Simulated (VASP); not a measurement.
# TiO2 (I4_1/amd) in VASP: single point with PBE

Aim: the single point of TiO2 with PBE.

Program: VASP 6.6.1. These are calculated values, not measurements. Logs are shortened: lines on timing, memory, paths and dates and some standing lists are left out, and cuts for length are marked.

**1. The cell of the first run**

The structure is tetragonal, space group I4_1/amd (No. 141). Conventional cell: a = 3.784 Å, b = 3.784 Å, c = 9.515 Å, α = 90.00°, β = 90.00°, γ = 90.00°. Within 2.6 Å of Ti (site symmetry -4m2) lie 6 O at 1.93 to 1.98 Å. O (site symmetry 2mm) has 3 Ti at 1.93 to 1.98 Å and 2 O at 2.47 Å within 2.6 Å.

**2. Single point, PBE**

INCAR

```
SYSTEM = TiO2
PREC = Accurate
ENCUT = 520
EDIFF = 1E-7
ISMEAR = 0
SIGMA = 0.05
LREAL = .False.
LASPH = .True.
NELM = 80
ALGO = Normal
ISIF = 2
LWAVE = .False.
LCHARG = .False.
GGA = PE
NBANDS = 33
```

KPOINTS

```
Automatic mesh
0
Gamma
  14 14 14
  0 0 0
```

POSCAR

```
TiO2
1.0
   -1.8921000000      1.8921000000      4.7573000000
    1.8921000000     -1.8921000000      4.7573000000
    1.8921000000      1.8921000000     -4.7573000000
Ti O
2 4
Direct
    0.0000000000      0.0000000000      0.0000000000
    0.7500000000      0.2500000000      0.5000000000
    0.2081000000      0.2081000000      0.0000000000
    0.9581000000      0.4581000000      0.5000000000
    0.5419000000      0.0419000000      0.5000000000
    0.7919000000      0.7919000000      0.0000000000
```

Potentials or basis: VASP PAW PBE potentials, release 64 (Ti_sv, O).

Launch:

```sh
> cat potpaw_PBE.64/Ti_sv/POTCAR potpaw_PBE.64/O/POTCAR > POTCAR
> mpirun -np 1 vasp_std > vasp.out
```

OUTCAR:

```text
SYSTEM = TiO2
   PREC = Accurate
   ENCUT = 520
   EDIFF = 1E-7
   ISMEAR = 0
   LREAL = .False.
   LASPH = .True.
   NELM = 80
   ISIF = 2
   GGA = PE

 ion  position               nearest neighbor table
   1  0.000  0.000  0.000-   5 1.93   4 1.93   5 1.93   4 1.93   3 1.98   6 1.98
   2  0.750  0.250  0.500-   6 1.93   3 1.93   6 1.93   3 1.93   4 1.98   5 1.98
   3  0.208  0.208  0.000-   2 1.93   2 1.93   1 1.98
   4  0.958  0.458  0.500-   1 1.93   1 1.93   2 1.98
   5  0.542  0.042  0.500-   1 1.93   1 1.93   2 1.98
   6  0.792  0.792  0.000-   2 1.93   2 1.93   1 1.98

  LATTYP: Found a body centered tetragonal cell.
 ALAT       =     3.7842000000
 C/A-ratio  =     2.5142962846

  Lattice vectors:

 A1 = (  -1.8921000000,   1.8921000000,   4.7573000000)
 A2 = (   1.8921000000,  -1.8921000000,   4.7573000000)
 A3 = (   1.8921000000,   1.8921000000,  -4.7573000000)

Analysis of symmetry for initial positions (statically):
=====================================================================
 Subroutine PRICEL returns:
 Original cell was already a primitive cell.

 Routine SETGRP: Setting up the symmetry group for a
 body centered tetragonal supercell.

 Subroutine GETGRP returns: Found 16 space group operations
 (whereof  8 operations were pure point group operations)
 out of a pool of 16 trial point group operations.

The static configuration has the point symmetry D_2d.
 The point group associated with its full space group is D_4h.

Analysis of symmetry for dynamics (positions and initial velocities):
=====================================================================
 Subroutine PRICEL returns:
 Original cell was already a primitive cell.

 Routine SETGRP: Setting up the symmetry group for a
 body centered tetragonal supercell.

 Subroutine GETGRP returns: Found 16 space group operations
 (whereof  8 operations were pure point group operations)
 out of a pool of 16 trial point group operations.

The dynamic configuration has the point symmetry D_2d.
 The point group associated with its full space group is D_4h.

 Subroutine INISYM returns: Found 16 space group operations
 (whereof  8 operations are pure point group operations),
 and found     1 'primitive' translations

----------------------------------------------------------------------------------------

                                     Primitive cell

  volume of cell :      68.1253

  direct lattice vectors                    reciprocal lattice vectors
    -1.892100000  1.892100000  4.757300000     0.000000000  0.264256646  0.105101633
     1.892100000 -1.892100000  4.757300000     0.264256646  0.000000000  0.105101633
     1.892100000  1.892100000 -4.757300000     0.264256646  0.264256646  0.000000000

  length of vectors
     5.458203744  5.458203744  5.458203744     0.284390450  0.284390450  0.373715333

  position of ions in fractional coordinates (direct lattice)
     0.000000000  0.000000000  0.000000000
     0.750000000  0.250000000  0.500000000
     0.208100000  0.208100000  0.000000000
     0.958100000  0.458100000  0.500000000
     0.541900000  0.041900000  0.500000000
     0.791900000  0.791900000  0.000000000

  ion indices of the primitive-cell ions
   primitive index   ion index
                 1           1
                 2           2
                 3           3
                 4           4
                 5           5
                 6           6

----------------------------------------------------------------------------------------

 KPOINTS: Automatic mesh

Automatic generation of k-mesh.
 Grid dimensions read from file:
 generate k-points for:   14   14   14

 Generating k-lattice:

  Cartesian coordinates                     Fractional coordinates (reciprocal lattice)
     0.000000000  0.018875475  0.007507260     0.071428571  0.000000000  0.000000000
     0.018875475  0.000000000  0.007507260     0.000000000  0.071428571  0.000000000
     0.018875475  0.018875475  0.000000000     0.000000000  0.000000000  0.071428571

  Length of vectors
     0.020313604  0.020313604  0.026693952

  Shift w.r.t. Gamma in fractional coordinates (k-lattice)
     0.000000000  0.000000000  0.000000000

 Subroutine IBZKPT returns following result:
 ===========================================

 Found    244 irreducible k-points:

 Following reciprocal coordinates:
            Coordinates               Weight
  0.000000  0.000000  0.000000      1.000000
  0.071429  0.000000  0.000000      8.000000
  0.142857  0.000000  0.000000      8.000000
  0.214286 -0.000000  0.000000      8.000000
  0.285714  0.000000  0.000000      8.000000
  0.357143  0.000000  0.000000      8.000000
[... 16 lines left out ...]
  0.214286  0.142857  0.000000     16.000000
  0.285714  0.142857  0.000000     16.000000
 [... further k-points ...]
   k-points           NKPTS =    244   k-points in BZ     NKDIM =    244   number of bands    NBANDS=     33
   number of dos      NEDOS =    301   number of ions     NIONS =      6
   total plane-waves  NPLWV =  74088
   dimension x,y,z NGX =    42 NGY =   42 NGZ =   42
   dimension x,y,z NGXF=    84 NGYF=   84 NGZF=   84
   ions per type =               2   4
   NGX,Y,Z   is equivalent  to a cutoff of  12.79, 12.79, 12.79 a.u.
   NGXF,Y,Z  is equivalent  to a cutoff of  25.58, 25.58, 25.58 a.u.
 SYSTEM =  TiO2
   PREC   = accura    normal or accurate (medium, high low for compatibility)
   ISTART =      0    job   : 0-new  1-cont  2-samecut
   ICHARG =      2    charge: 1-file 2-atom 10-const
   ISPIN  =      1    spin polarized calculation?
   LNONCOLLINEAR =      F non collinear calculations
   LSORBIT =      F    spin-orbit coupling
   LASPH  =      T    aspherical Exc in radial PAW
   ENCUT  =  520.0 eV  38.22 Ry    6.18 a.u.  10.15 10.15 10.15*2*pi/ulx,y,z
   NELM   =     80;   NELMIN=  2; NELMDL= -5     # of ELM steps
   EDIFF  = 0.1E-06   stopping-criterion for ELM
   LREAL  =      F    real-space projection
   EDIFFG = 0.1E-05   stopping-criterion for IOM
   NSW    =      0    number of steps for IOM
   IBRION =     -1    ionic relax: 0-MD 1-quasi-New 2-CG
   NFREE  =      0    steps in history (QN), initial steepest desc. (CG)
   ISIF   =      2    stress and relaxation
   ISYM   =      2    0-nonsym 1-usesym 2-fastsym
   POTIM  = 0.5000    time-step for ionic-motion
   TEBEG  =    0.0;   TEEND  =   0.0 temperature during run
   PSTRESS=    0.0 pullay stress
   NELECT =      48.0000    total number of electrons
   NUPDOWN=      -1.0000    fix difference up-down
   EMIN   =  10.00;   EMAX   =-10.00  energy-range for DOS
   EFERMI =   0.00;   METHOD = LEGACY
   ISMEAR =     0;   SIGMA  =   0.05  broadening in eV -4-tet -1-fermi 0-gaus
   EFERMI_NEDOS =   21; number of points for ismear=-14 and -15
   IALGO  =     38    algorithm
   IMIX   =      4    mixing-type and parameters
     AMIX     =   0.40;   BMIX     =  1.00
     AMIX_MAG =   1.60;   BMIX_MAG =  1.00
  volume/ion in A,a.u.               =      11.35        76.62
  Fermi-wavevector in a.u.,A,eV,Ry     =   1.456752  2.752862 28.873289  2.122127
  Thomas-Fermi vector in A             =   2.573634
   LORBIT       =      0    0 simple, 1 ext, 2 COOP (PROOUT), +10 PAW based schemes
   GGA     = PE    functional components
   LHFCALC =     F    Hartree Fock is set to
   AEXX    =    0.0000 exact exchange contribution
   IVDW    =     0    specifies the selected vdW correction
   LEPSILON=     F    determine dielectric tensor
   LRPA    =     F    only Hartree local field effects (RPA)
 non-spin polarized calculation
 Gauss-broadening in eV      SIGMA  =   0.05
  energy-cutoff  :      520.00
  volume of cell :       68.13
 maximum number of plane-waves:      1850
 NGX is ok and might be reduce to    42
   NGX = 21   NGY = 21   NGZ = 21

 number of electron      47.9999989 magnetization

 Free energy of the ion-electron system (eV)
  ---------------------------------------------------
  ext. energy  EPLUGINS =         0.00000000
  ---------------------------------------------------
  free energy    TOTEN  =       -53.82579374 eV

  energy without entropy =      -53.82579374  energy(sigma->0) =      -53.82579374

 E-fermi :   3.6395     XC(G=0): -10.7369

 val. band max:        3.4086357402   @ k =  -0.4286   0.4286   0.0000
 cond. band min:       5.5047938699   @ k =   0.0000   0.0000   0.0000
 fundamental gap:      2.0961581297
 Fermi energy:         3.6394747008

 k-point     1 :       0.0000    0.0000    0.0000
  band No.  band energies     occupation
      1     -52.9929      2.00000
      2     -52.9323      2.00000
      3     -29.4599      2.00000
      4     -29.2185      2.00000
      5     -29.2185      2.00000
      6     -29.1466      2.00000
[... 25 lines left out ...]
     32       8.7050      0.00000
     33       8.7176      0.00000

 k-point     2 :       0.0714    0.0000    0.0000
  band No.  band energies     occupation
      1     -52.9922      2.00000
      2     -52.9327      2.00000
      3     -29.4585      2.00000
      4     -29.2254      2.00000
      5     -29.2190      2.00000
      6     -29.1494      2.00000
[... 25 lines left out ...]
     32       8.7267      0.00000
     33       8.8825      0.00000

 k-point     3 :       0.1429    0.0000    0.0000
  band No.  band energies     occupation
      1     -52.9903      2.00000
      2     -52.9341      2.00000
      3     -29.4544      2.00000
      4     -29.2440      2.00000
      5     -29.2204      2.00000
      6     -29.1567      2.00000
[... 25 lines left out ...]
     32       8.9004      0.00000
     33       9.2140      0.00000

 k-point     4 :       0.2143   -0.0000    0.0000
  band No.  band energies     occupation
      1     -52.9872      2.00000
      2     -52.9362      2.00000
      3     -29.4487      2.00000
      4     -29.2701      2.00000
      5     -29.2222      2.00000
      6     -29.1662      2.00000
[... 673 lines left out ...]
     32       9.4290      0.00000
     33       9.4331      0.00000

 k-point    23 :       0.2143    0.1429    0.0000
  band No.  band energies     occupation
      1     -52.9829      2.00000
      2     -52.9397      2.00000
      3     -29.4336      2.00000
      4     -29.2854      2.00000
      5     -29.2404      2.00000
      6     -29.1723      2.00000
[... 25 lines left out ...]
     32       9.6399      0.00000
     33       9.7194      0.00000

 k-point    24 :       0.2857    0.1429    0.0000
  band No.  band energies     occupation
      1     -52.9791      2.00000
      2     -52.9426      2.00000
      3     -29.4272      2.00000
      4     -29.3131      2.00000
      5     -29.2428      2.00000
      6     -29.1825      2.00000
[... 25 lines left out ...]
     32       9.7835      0.00000
     33       9.8882      0.00000

 [... further k-points ...]
[... 5 lines left out ...]
  --------------------------------------------------------------------------------------
  -------------------------------------------------------------------------------------
  Total        2.3051830      2.3051830      2.8917914      0.0000000      0.0000000      0.0000000
  in kB       54.2134800     54.2134800     68.0093834      0.0000000      0.0000000      0.0000000
  external PRESSURE =      58.8121144 kB  Pullay stress =       0.0000000 kB

 VOLUME and BASIS-vectors are now :
 -----------------------------------------------------------------------------
  energy-cutoff  :      520.00
  volume of cell :       68.13
      direct lattice vectors                 reciprocal lattice vectors
    -1.892100000  1.892100000  4.757300000     0.000000000  0.264256646  0.105101633
     1.892100000 -1.892100000  4.757300000     0.264256646  0.000000000  0.105101633
     1.892100000  1.892100000 -4.757300000     0.264256646  0.264256646  0.000000000

 POSITION                                       TOTAL-FORCE (eV/Angst)
 -----------------------------------------------------------------------------------
      0.00000      0.00000      0.00000        -0.000000     -0.000000      0.000000
      0.00000      1.89210      2.37865        -0.000000     -0.000000      0.000000
      0.00000      0.00000      1.97999         0.000000      0.000000      0.124547
      0.00000      1.89210      4.35864        -0.000000     -0.000000      0.124547
      0.00000      1.89210      0.39866         0.000000      0.000000     -0.124547
      0.00000      0.00000      7.53461        -0.000000     -0.000000     -0.124547
 -----------------------------------------------------------------------------------
    total drift:                                0.000000      0.000000      0.000000

  FREE ENERGIE OF THE ION-ELECTRON SYSTEM (eV)
  ---------------------------------------------------
  free  energy   TOTEN  =       -53.8257937364 eV

  energy  without entropy=      -53.8257937364  energy(sigma->0) =      -53.82579374
```

Wall time 8.1 min (1 thread of Intel Xeon 6975P-C (Granite Rapids), shared host); peak memory 0.56 GiB.

What came out:

* Free energy: -53.8258 eV
* Pressure: 5.9 GPa
* Largest force: 0.125 eV/Å
* Band gap on the k mesh: 2.10 eV, indirect (least direct gap 2.44 eV)

Forces on the atoms (eV/Å):
```
Ti   0.000  0.000  0.000
Ti   0.000  0.000  0.000
O    0.000  0.000  0.125
O    0.000  0.000  0.125
O    0.000  0.000 -0.125
O    0.000  0.000 -0.125
```

Levels at points of the mesh, in eV from the valence-band top:
| k point | band 22 | band 23 | band 24 | band 25 | band 26 | band 27 |
| --- | --- | --- | --- | --- | --- | --- |
| (0.00, 0.00, 0.00) | -0.77 | -0.48 | -0.48 | 2.10 | 2.84 | 3.98 |
| (0.50, 0.00, 0.00) | -0.96 | -0.85 | -0.65 | 3.22 | 3.54 | 3.55 |
| (0.50, 0.50, 0.00) | -2.07 | -0.05 | -0.05 | 3.33 | 3.33 | 3.80 |
| (0.50, 0.50, 0.50) | -1.27 | -0.13 | -0.13 | 2.45 | 2.45 | 3.76 |
